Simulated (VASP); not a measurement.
# SnO in VASP: single point with PBE+D3(BJ)

Aim: the single point of SnO with PBE+D3(BJ).

Program: VASP 6.6.1. These are calculated values, not measurements. Logs are shortened: lines on timing, memory, paths and dates and some standing lists are left out, and cuts for length are marked.

### 1 The cell of the first run

The cell holds a slab with vacuum, 8 atoms: a = 3.820 Å, b = 3.820 Å, c = 22.226 Å, α = 90.00°, β = 90.00°, γ = 90.00°.

### 2 Single point, PBE+D3(BJ)

The input, INCAR:

```
SYSTEM = SnO
  PREC = Accurate
  ENCUT = 520
  EDIFF = 1E-6
  ISMEAR = 0
  SIGMA = 0.05
  LREAL = .FALSE.
  LASPH = .TRUE.
  NELM = 60
  ALGO = Normal
  ISIF = 2
  LWAVE = .FALSE.
  LCHARG = .FALSE.
  LDIPOL = .TRUE.
  IDIPOL = 3
  DIPOL = 0.5 0.5 0.408
  GGA = PE
  IVDW = 12
  NBANDS = 50
```

The input, KPOINTS:

```
Automatic mesh
0
G
  7 7 1
  0 0 0
```

The input, POSCAR:

```
SnO
1.0
    3.8201630995      0.0000000000      0.0000000000
    0.0000000000      3.8201630995      0.0000000000
    0.0000000000      0.0000000000     22.2260821294
Sn O
4 4
Direct
    0.7500000000      0.2500000000      0.2024648327
    0.2500000000      0.7500000000      0.3087832136
    0.2500000000      0.7500000000      0.5067488278
   -0.2500000000      1.2500000000      0.6130672086
    0.2500000000      0.2500000000      0.2556240231
    0.7500000000      0.7500000000      0.2556240231
   -0.2500000000      0.7500000000      0.5599080182
    0.2500000000      1.2500000000      0.5599080182
```

Potentials or basis: VASP PAW PBE potentials, release 64 (Sn_d, O).

Launch:

```console
$ cat potpaw_PBE.64/Sn_d/POTCAR potpaw_PBE.64/O/POTCAR > POTCAR
$ mpirun -np 1 vasp_std > vasp.out
```

OUTCAR:

```text
SYSTEM = SnO
   PREC = Accurate
   ENCUT = 520
   EDIFF = 1E-6
   ISMEAR = 0
   LREAL = .FALSE.
   LASPH = .TRUE.
   NELM = 60
   ISIF = 2
   GGA = PE
   IVDW = 12
 IVDW          = 12

 ion  position               nearest neighbor table
   1  0.750  0.250  0.202-   5 2.25   6 2.25   6 2.25   5 2.25   2 3.59   2 3.59   2 3.59   2 3.59

   2  0.250  0.750  0.309-   5 2.25   6 2.25   5 2.25   6 2.25   1 3.59   1 3.59   1 3.59   1 3.59

   3  0.250  0.750  0.507-   7 2.25   8 2.25   8 2.25   7 2.25   4 3.59   4 3.59   4 3.59   4 3.59

   4  0.750  0.250  0.613-   7 2.25   8 2.25   7 2.25   8 2.25   3 3.59   3 3.59   3 3.59   3 3.59

   5  0.250  0.250  0.256-   1 2.25   1 2.25   2 2.25   2 2.25
   6  0.750  0.750  0.256-   1 2.25   1 2.25   2 2.25   2 2.25
   7  0.750  0.750  0.560-   3 2.25   3 2.25   4 2.25   4 2.25
   8  0.250  0.250  0.560-   3 2.25   3 2.25   4 2.25   4 2.25

  LATTYP: Found a simple tetragonal cell.
 ALAT       =     3.8201630995
 C/A-ratio  =     5.8180976965

  Lattice vectors:

 A1 = (   3.8201630995,   0.0000000000,   0.0000000000)
 A2 = (   0.0000000000,   3.8201630995,   0.0000000000)
 A3 = (   0.0000000000,   0.0000000000,  22.2260821294)

Analysis of symmetry for initial positions (statically):
=====================================================================
 Subroutine PRICEL returns:
 Original cell was already a primitive cell.

 Routine SETGRP: Setting up the symmetry group for a
 simple tetragonal supercell.

 Subroutine GETGRP returns: Found 16 space group operations
 (whereof  2 operations were pure point group operations)
 out of a pool of 16 trial point group operations.

The static configuration has the point symmetry C_1h.
 The point group associated with its full space group is D_4h.

Analysis of symmetry for dynamics (positions and initial velocities):
=====================================================================
 Subroutine PRICEL returns:
 Original cell was already a primitive cell.

 Routine SETGRP: Setting up the symmetry group for a
 simple tetragonal supercell.

 Subroutine GETGRP returns: Found 16 space group operations
 (whereof  2 operations were pure point group operations)
 out of a pool of 16 trial point group operations.

The dynamic configuration has the point symmetry C_1h.
 The point group associated with its full space group is D_4h.
[... 104 lines left out ...]
   POTIM  = 0.5000    time-step for ionic-motion
   TEBEG  =    0.0;   TEEND  =   0.0 temperature during run
   PSTRESS=    0.0 pullay stress
   NELECT =      80.0000    total number of electrons
   NUPDOWN=      -1.0000    fix difference up-down
   EMIN   =  10.00;   EMAX   =-10.00  energy-range for DOS
   EFERMI =   0.00;   METHOD = LEGACY
   ISMEAR =     0;   SIGMA  =   0.05  broadening in eV -4-tet -1-fermi 0-gaus
   EFERMI_NEDOS =   21; number of points for ismear=-14 and -15
   IALGO  =     38    algorithm
   IMIX   =      4    mixing-type and parameters
     AMIX     =   0.40;   BMIX     =  1.00
     AMIX_MAG =   1.60;   BMIX_MAG =  1.00
  volume/ion in A,a.u.               =      40.54       273.61
  Fermi-wavevector in a.u.,A,eV,Ry     =   1.026666  1.940118 14.341131  1.054043
  Thomas-Fermi vector in A             =   2.160571
   LORBIT       =      0    0 simple, 1 ext, 2 COOP (PROOUT), +10 PAW based schemes
   GGA     = PE    functional components
   LHFCALC =     F    Hartree Fock is set to
   AEXX    =    0.0000 exact exchange contribution
   IVDW    =    12    specifies the selected vdW correction
   LEPSILON=     F    determine dielectric tensor
   LRPA    =     F    only Hartree local field effects (RPA)
 non-spin polarized calculation
 Gauss-broadening in eV      SIGMA  =   0.05
  energy-cutoff  :      520.00
  volume of cell :      324.36
 maximum number of plane-waves:      8769
   NGX = 15   NGY = 15   NGZ = 83

 dipolmoment           0.000000      0.000000      0.000004 electrons x Angstroem

 number of electron      79.9999970 magnetization

 dipolmoment           0.000000      0.000000     -0.000000 electrons x Angstroem

 Free energy of the ion-electron system (eV)
  ---------------------------------------------------
  ext. energy  EPLUGINS =         0.00000000
  ---------------------------------------------------
  free energy    TOTEN  =       -45.13903432 eV

  energy without entropy =      -45.13903432  energy(sigma->0) =      -45.13903432

 E-fermi :   0.0597     XC(G=0):  -5.3320

 val. band max:       -0.2233492231   @ k =   0.1429   0.1429   0.0000
 cond. band min:       2.3291244667   @ k =   0.4286   0.0000   0.0000
 fundamental gap:      2.5524736898
 Fermi energy:         0.0596656831

 k-point     1 :       0.0000    0.0000    0.0000
  band No.  band energies     occupation
      1     -21.0424      2.00000
      2     -21.0423      2.00000
      3     -20.6817      2.00000
      4     -20.6816      2.00000
      5     -20.6444      2.00000
      6     -20.6444      2.00000
[... 519 lines left out ...]
     49       5.9807      0.00000
     50       6.0068      0.00000

------------------------ aborting loop because EDIFF is reached ----------------------------------------

 vacuum level on the upper side and lower side of the slab       (xc-potential included)        -0.134        -0.134

 Edisp (eV)   -1.22111

 E8    (eV) :    -0.5395

  FORCE on cell =-STRESS in cart. coord.  units (eV):
  Direction    XX          YY          ZZ          XY          YZ          ZX
  --------------------------------------------------------------------------------------
  -------------------------------------------------------------------------------------
  Total       0.21645     0.21645     0.32690     0.00000     0.00000    -0.00000
  in kB       1.06915     1.06915     1.61475     0.00000     0.00000    -0.00000
  external pressure =        1.25 kB  Pullay stress =        0.00 kB

 VOLUME and BASIS-vectors are now :
 -----------------------------------------------------------------------------
  energy-cutoff  :      520.00
  volume of cell :      324.36
      direct lattice vectors                 reciprocal lattice vectors
     3.820163100  0.000000000  0.000000000     0.261768928  0.000000000  0.000000000
     0.000000000  3.820163100  0.000000000     0.000000000  0.261768928  0.000000000
     0.000000000  0.000000000 22.226082129     0.000000000  0.000000000  0.044992185

 POSITION                                       TOTAL-FORCE (eV/Angst)
 -----------------------------------------------------------------------------------
      2.86512      0.95504      4.50000         0.000000     -0.000000     -0.086463
      0.95504      2.86512      6.86304         0.000000      0.000000      0.073040
      0.95504      2.86512     11.26304         0.000000      0.000000     -0.073040
      2.86512      0.95504     13.62608         0.000000     -0.000000      0.086463
      0.95504      0.95504      5.68152        -0.000000     -0.000000     -0.001108
      2.86512      2.86512      5.68152         0.000000      0.000000     -0.001108
      2.86512      2.86512     12.44456         0.000000      0.000000      0.001108
      0.95504      0.95504     12.44456        -0.000000     -0.000000      0.001108
 -----------------------------------------------------------------------------------
    total drift:                                0.000000      0.000000     -0.000004

  FREE ENERGIE OF THE ION-ELECTRON SYSTEM (eV)
  ---------------------------------------------------
  free  energy   TOTEN  =       -46.3601484423 eV

  energy  without entropy=      -46.3601484423  energy(sigma->0) =      -46.36014844

 vacuum level on the upper side and lower side of the slab         4.819         4.819
```

OSZICAR:

```text
N       E                     dE             d eps       ncg     rms          rms(c)
DAV:   1     0.947234862235E+03    0.94723E+03   -0.38031E+04  1056   0.180E+03
DAV:   2     0.139424626381E+03   -0.80781E+03   -0.77891E+03  1112   0.491E+02
DAV:   3    -0.388502275026E+02   -0.17827E+03   -0.17298E+03  1264   0.220E+02
DAV:   4    -0.528608637071E+02   -0.14011E+02   -0.13866E+02  1152   0.642E+01
[... 14 lines left out ...]
DAV:  19    -0.451390200942E+02   -0.32482E-04   -0.18071E-06   796   0.973E-03    0.961E-04
DAV:  20    -0.451390314313E+02   -0.11337E-04   -0.78594E-07   764   0.483E-03    0.172E-03
DAV:  21    -0.451390330898E+02   -0.16585E-05   -0.12555E-07   704   0.320E-03    0.813E-04
DAV:  22    -0.451390342476E+02   -0.11577E-05   -0.18965E-07   700   0.242E-03    0.274E-04
DAV:  23    -0.451390343194E+02   -0.71894E-07   -0.37301E-08   698   0.145E-03
   1 F= -.46360148E+02 E0= -.46360148E+02  d E =-.307185E-16
```

Wall time 6.8 min (1 thread of AMD EPYC 7R13, shared host); peak memory 0.36 GiB.

Results:

```yaml
Free_energy: -46.3601 eV
Largest_force: 0.086 eV/Å
Band_gap_on_the_k_mesh: 2.55 eV (least direct gap 2.59 eV)
Dispersion_energy_per_atom: -0.153 eV
```

Forces on the atoms (eV/Å):
```
Sn   0.000  0.000 -0.086
Sn   0.000  0.000  0.073
Sn   0.000  0.000 -0.073
Sn   0.000  0.000  0.086
O    0.000  0.000 -0.001
O    0.000  0.000 -0.001
O    0.000  0.000  0.001
O    0.000  0.000  0.001
```

Levels at points of the mesh, in eV from the valence-band top:
```
           k point  band 37  band 38  band 39  band 40  band 41  band 42  band 43  band 44
(0.00, 0.00, 0.00)    -1.91    -1.91    -0.55    -0.04     2.56     2.90     2.90     3.73
```

Caveat: spin-orbit coupling is left out, which moves the levels of the heavy elements.
